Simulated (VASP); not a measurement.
# C in VASP: single point with r2SCAN

Aim: the single point of C with r2SCAN.

All numbers are computed with VASP 6.6.1; they aren't measurements. Logs are shortened: lines on timing, memory, paths and dates and some standing lists are left out, and cuts for length are marked.

### 1 The cell of the first run

The cell holds a slab with vacuum, 4 atoms: a = 2.456 Å, b = 2.456 Å, c = 22.524 Å, α = 90.00°, β = 90.00°, γ = 120.00°.

### 2 Single point, r2SCAN

The input, POSCAR:

```
C
1.0
    2.4561701600      0.0000000000      0.0000000000
   -1.2280850800      2.1271057600      0.0000000000
    0.0000000000      0.0000000000     22.5238033600
C
4
Direct
    0.3333333300      0.6666666700      0.3107823261
    0.6666666700      0.3333333300      0.3107823261
    0.3333333300      0.6666666700      0.6892176739
    0.6666666700      0.3333333300      0.6892176739
```

The input, INCAR.step1:

```
PREC = Accurate
ENCUT = 520
ISMEAR = 1
SIGMA = 0.01
LREAL = F
LASPH = T
NELM = 100
LDIPOL = T
IDIPOL = 3
DIPOL = 0.5 0.5 0.500
NBANDS = 16
GGA = PE
ALGO = Normal
EDIFF = 1E-4
LWAVE = T
LCHARG = F
```

The input, INCAR.step2:

```
PREC = Accurate
ENCUT = 520
EDIFF = 1E-6
ISMEAR = 1
SIGMA = 0.01
LREAL = F
LASPH = T
NELM = 100
ALGO = Normal
ISIF = 2
LWAVE = F
LCHARG = T
LDIPOL = T
IDIPOL = 3
DIPOL = 0.5 0.5 0.500
METAGGA = R2SCAN
LMIXTAU = T
LELF = T
LVHAR = T
LVACPOTAV = T
NBANDS = 16
ISTART = 1
```

The input, KPOINTS:

```
Automatic mesh
0
Gamma
  8 8 1
```

Potentials or basis: VASP PAW PBE potentials, release 64 (C).

Started as:

```console
> cat potpaw_PBE.64/C/POTCAR > POTCAR
> cp INCAR.step1 INCAR
> mpirun -np 1 vasp_std > vasp.out
> cp INCAR.step2 INCAR
> mpirun -np 1 vasp_std > vasp.out
```

OUTCAR:

```text
PREC = Accurate
   ENCUT = 520
   EDIFF = 1E-6
   ISMEAR = 1
   LREAL = F
   LASPH = T
   NELM = 100
   ISIF = 2
   METAGGA = R2SCAN
   ISTART = 1

 ion  position               nearest neighbor table
   1  0.333  0.667  0.311-   2 1.42   2 1.42   2 1.42
   2  0.667  0.333  0.311-   1 1.42   1 1.42   1 1.42
   3  0.333  0.667  0.689-   4 1.42   4 1.42   4 1.42
   4  0.667  0.333  0.689-   3 1.42   3 1.42   3 1.42

  LATTYP: Found a hexagonal cell.
 ALAT       =     2.4561701600
 C/A-ratio  =     9.1702943578

  Lattice vectors:

 A1 = (   2.4561701600,   0.0000000000,   0.0000000000)
 A2 = (  -1.2280850800,   2.1271057600,   0.0000000000)
 A3 = (   0.0000000000,   0.0000000000,  22.5238033600)

Analysis of symmetry for initial positions (statically):
=====================================================================
 Subroutine PRICEL returns:
 Original cell was already a primitive cell.

 Routine SETGRP: Setting up the symmetry group for a
 hexagonal supercell.

 Subroutine GETGRP returns: Found 24 space group operations
 (whereof 24 operations were pure point group operations)
 out of a pool of 24 trial point group operations.

The static configuration has the point symmetry D_6h.

Analysis of symmetry for dynamics (positions and initial velocities):
=====================================================================
 Subroutine PRICEL returns:
 Original cell was already a primitive cell.

 Routine SETGRP: Setting up the symmetry group for a
 hexagonal supercell.

 Subroutine GETGRP returns: Found 24 space group operations
 (whereof 24 operations were pure point group operations)
 out of a pool of 24 trial point group operations.

The dynamic configuration has the point symmetry D_6h.

 Subroutine INISYM returns: Found 24 space group operations
 (whereof 24 operations are pure point group operations),
 and found     1 'primitive' translations

----------------------------------------------------------------------------------------

                                     Primitive cell

  volume of cell :     117.6764

  direct lattice vectors                    reciprocal lattice vectors
     2.456170160  0.000000000  0.000000000     0.407137916  0.235061185  0.000000000
    -1.228085080  2.127105760  0.000000000     0.000000000  0.470122369  0.000000000
     0.000000000  0.000000000 22.523803360     0.000000000  0.000000000  0.044397475

  length of vectors
     2.456170160  2.456170165 22.523803360     0.470122370  0.470122369  0.044397475

  position of ions in fractional coordinates (direct lattice)
     0.333333330  0.666666670  0.310782326
     0.666666670  0.333333330  0.310782326
     0.333333330  0.666666670  0.689217674
     0.666666670  0.333333330  0.689217674

  ion indices of the primitive-cell ions
   primitive index   ion index
                 1           1
                 2           2
                 3           3
                 4           4

----------------------------------------------------------------------------------------

 KPOINTS: Automatic mesh

Automatic generation of k-mesh.
 Grid dimensions read from file:
 generate k-points for:    8    8    1

 Generating k-lattice:

  Cartesian coordinates                     Fractional coordinates (reciprocal lattice)
     0.050892239  0.029382648  0.000000000     0.125000000  0.000000000  0.000000000
     0.000000000  0.058765296  0.000000000     0.000000000  0.125000000  0.000000000
     0.000000000  0.000000000  0.044397475     0.000000000  0.000000000  1.000000000

  Length of vectors
     0.058765296  0.058765296  0.044397475

  Shift w.r.t. Gamma in fractional coordinates (k-lattice)
     0.000000000  0.000000000  0.000000000

 Subroutine IBZKPT returns following result:
 ===========================================

 Found     10 irreducible k-points:

 Following reciprocal coordinates:
            Coordinates               Weight
  0.000000  0.000000  0.000000      1.000000
  0.125000 -0.000000  0.000000      6.000000
  0.250000 -0.000000  0.000000      6.000000
  0.375000  0.000000  0.000000      6.000000
  0.500000 -0.000000  0.000000      3.000000
  0.125000  0.125000  0.000000      6.000000
  0.250000  0.125000  0.000000     12.000000
  0.375000  0.125000  0.000000     12.000000
  0.250000  0.250000  0.000000      6.000000
  0.375000  0.250000  0.000000      6.000000
   k-points           NKPTS =     10   k-points in BZ     NKDIM =     10   number of bands    NBANDS=     16
   number of dos      NEDOS =    301   number of ions     NIONS =      4
   total plane-waves  NPLWV =  54432
   dimension x,y,z NGX =    18 NGY =   18 NGZ =  168
   dimension x,y,z NGXF=    36 NGYF=   36 NGZF=  336
   ions per type =               4
   NGX,Y,Z   is equivalent  to a cutoff of  12.18, 12.18, 12.40 a.u.
   NGXF,Y,Z  is equivalent  to a cutoff of  24.37, 24.37, 24.80 a.u.
 SYSTEM =  unknown system
   PREC   = accura    normal or accurate (medium, high low for compatibility)
   ISTART =      1    job   : 0-new  1-cont  2-samecut
   ICHARG =      0    charge: 1-file 2-atom 10-const
   ISPIN  =      1    spin polarized calculation?
   LNONCOLLINEAR =      F non collinear calculations
   LSORBIT =      F    spin-orbit coupling
   LASPH  =      T    aspherical Exc in radial PAW
   ENCUT  =  520.0 eV  38.22 Ry    6.18 a.u.   4.57  4.57 41.88*2*pi/ulx,y,z
   NELM   =    100;   NELMIN=  2; NELMDL=  0     # of ELM steps
   EDIFF  = 0.1E-05   stopping-criterion for ELM
   LREAL  =      F    real-space projection
   EDIFFG = 0.1E-04   stopping-criterion for IOM
   NSW    =      0    number of steps for IOM
   IBRION =     -1    ionic relax: 0-MD 1-quasi-New 2-CG
   NFREE  =      0    steps in history (QN), initial steepest desc. (CG)
   ISIF   =      2    stress and relaxation
   ISYM   =      2    0-nonsym 1-usesym 2-fastsym
   POTIM  = 0.5000    time-step for ionic-motion
   TEBEG  =    0.0;   TEEND  =   0.0 temperature during run
   PSTRESS=    0.0 pullay stress
   NELECT =      16.0000    total number of electrons
   NUPDOWN=      -1.0000    fix difference up-down
   EMIN   =  10.00;   EMAX   =-10.00  energy-range for DOS
   EFERMI =   0.00;   METHOD = LEGACY
   ISMEAR =     1;   SIGMA  =   0.01  broadening in eV -4-tet -1-fermi 0-gaus
   EFERMI_NEDOS =   21; number of points for ismear=-14 and -15
   IALGO  =     38    algorithm
   IMIX   =      4    mixing-type and parameters
     AMIX     =   0.40;   BMIX     =  1.00
     AMIX_MAG =   1.60;   BMIX_MAG =  1.00
  volume/ion in A,a.u.               =      29.42       198.53
  Fermi-wavevector in a.u.,A,eV,Ry     =   0.841818  1.590806  9.641880  0.708658
  Thomas-Fermi vector in A             =   1.956425
   LORBIT       =      0    0 simple, 1 ext, 2 COOP (PROOUT), +10 PAW based schemes
   METAGGA = R2SCAN    functional components
   LHFCALC =     F    Hartree Fock is set to
   AEXX    =    0.0000 exact exchange contribution
   IVDW    =     0    specifies the selected vdW correction
   LEPSILON=     F    determine dielectric tensor
   LRPA    =     F    only Hartree local field effects (RPA)
 non-spin polarized calculation
 Methfessel and Paxton  Order N= 1 SIGMA  =   0.01
  energy-cutoff  :      520.00
  volume of cell :      117.68
 maximum number of plane-waves:      3214
   NGX =  9   NGY =  9   NGZ = 83

 number of electron      15.9999997 magnetization

 dipolmoment           0.000000      0.000000      0.000000 electrons x Angstroem

 Free energy of the ion-electron system (eV)
  ---------------------------------------------------
  ext. energy  EPLUGINS =         0.00000000
  ---------------------------------------------------
  free energy    TOTEN  =       -39.68495420 eV

  energy without entropy =      -39.68495420  energy(sigma->0) =      -39.68495420

 E-fermi :  -2.5937     XC(G=0):  -3.8362

 val. band max:       -2.6815398659   @ k =   0.3750   0.2500   0.0000
 cond. band min:      -0.5582955823   @ k =   0.3750   0.2500   0.0000
 fundamental gap:      2.1232442836
 Fermi energy:        -2.5937445344

 k-point     1 :       0.0000    0.0000    0.0000
  band No.  band energies     occupation
      1     -22.4483      2.00000
      2     -22.4483      2.00000
      3      -9.7262      2.00000
      4      -9.7260      2.00000
      5      -4.8159      2.00000
      6      -4.8159      2.00000
[... 8 lines left out ...]
     15       6.1942      0.00000
     16       7.1273      0.00000

 k-point     2 :       0.1250   -0.0000    0.0000
  band No.  band energies     occupation
      1     -22.0560      2.00000
      2     -22.0560      2.00000
      3      -9.2584      2.00000
      4      -9.2583      2.00000
      5      -6.3099      2.00000
      6      -6.3099      2.00000
[... 8 lines left out ...]
     15       6.6658      0.00000
     16       7.2277      0.00000

 k-point     3 :       0.2500   -0.0000    0.0000
  band No.  band energies     occupation
      1     -20.8896      2.00000
      2     -20.8895      2.00000
      3      -9.5373      2.00000
      4      -9.5373      2.00000
      5      -7.8864      2.00000
      6      -7.8863      2.00000
[... 8 lines left out ...]
     15       6.3090      0.00000
     16       6.8813      0.00000

 k-point     4 :       0.3750    0.0000    0.0000
  band No.  band energies     occupation
      1     -18.9917      2.00000
      2     -18.9917      2.00000
      3     -13.0356      2.00000
      4     -13.0356      2.00000
      5      -8.0442      2.00000
      6      -8.0442      2.00000
[... 8 lines left out ...]
     15       7.2651      0.00000
     16       8.1202      0.00000
[... 58 lines left out ...]
 k-point     8 :       0.3750    0.1250    0.0000
  band No.  band energies     occupation
      1     -17.5546      2.00000
      2     -17.5545      2.00000
      3     -14.4247      2.00000
      4     -14.4247      2.00000
      5      -9.5078      2.00000
      6      -9.5078      2.00000
[... 8 lines left out ...]
     15       9.2341      0.00000
     16       9.9432      0.00000

 k-point     9 :       0.2500    0.2500    0.0000
  band No.  band energies     occupation
      1     -17.8957      2.00000
      2     -17.8957      2.00000
      3     -12.8851      2.00000
      4     -12.8851      2.00000
      5     -11.1045      2.00000
      6     -11.1045      2.00000
[... 8 lines left out ...]
     15       9.6963      0.00000
     16      10.9098      0.00000

 k-point    10 :       0.3750    0.2500    0.0000
  band No.  band energies     occupation
      1     -15.8986      2.00000
      2     -15.8986      2.00000
      3     -14.9000      2.00000
      4     -14.9000      2.00000
      5     -11.9392      2.00000
      6     -11.9392      2.00000
[... 8 lines left out ...]
     15      11.2696      0.00000
     16      11.4766      0.00000

------------------------ aborting loop because EDIFF is reached ----------------------------------------

  FORCE on cell =-STRESS in cart. coord.  units (eV):
  Direction    XX          YY          ZZ          XY          YZ          ZX
  --------------------------------------------------------------------------------------
  -------------------------------------------------------------------------------------
  Total        0.1998970      0.1998970     -0.0260898      0.0000000      0.0000000      0.0000000
  in kB        2.7216204      2.7216204     -0.3552157      0.0000000      0.0000000      0.0000000
  external PRESSURE =       1.6960083 kB  Pullay stress =       0.0000000 kB

 VOLUME and BASIS-vectors are now :
 -----------------------------------------------------------------------------
  energy-cutoff  :      520.00
  volume of cell :      117.68
      direct lattice vectors                 reciprocal lattice vectors
     2.456170160  0.000000000  0.000000000     0.407137916  0.235061185  0.000000000
    -1.228085080  2.127105760  0.000000000     0.000000000  0.470122369  0.000000000
     0.000000000  0.000000000 22.523803360     0.000000000  0.000000000  0.044397475

 POSITION                                       TOTAL-FORCE (eV/Angst)
 -----------------------------------------------------------------------------------
     -0.00000      1.41807      7.00000         0.000000      0.000000      0.000029
      1.22809      0.70904      7.00000         0.000000     -0.000000      0.000029
     -0.00000      1.41807     15.52380        -0.000000      0.000000     -0.000029
      1.22809      0.70904     15.52380        -0.000000      0.000000     -0.000029
 -----------------------------------------------------------------------------------
    total drift:                                0.000000     -0.000000      0.000000

  FREE ENERGIE OF THE ION-ELECTRON SYSTEM (eV)
  ---------------------------------------------------
  free  energy   TOTEN  =       -39.6849541971 eV

  energy  without entropy=      -39.6849541971  energy(sigma->0) =      -39.68495420

 vacuum level on the upper side and lower side of the slab         2.687         2.687
```

Wall time 59 s (1 thread of AMD EPYC 9R45 (Zen 5), shared host); peak memory 0.19 GiB.

Results:

| Property | Result |
| --- | --- |
| Free energy | -39.6850 eV |
| Band gap on the k mesh | 2.12 eV, direct |

Caveat: the PAW data sets were made with another functional, which shifts forces and pressure a little.
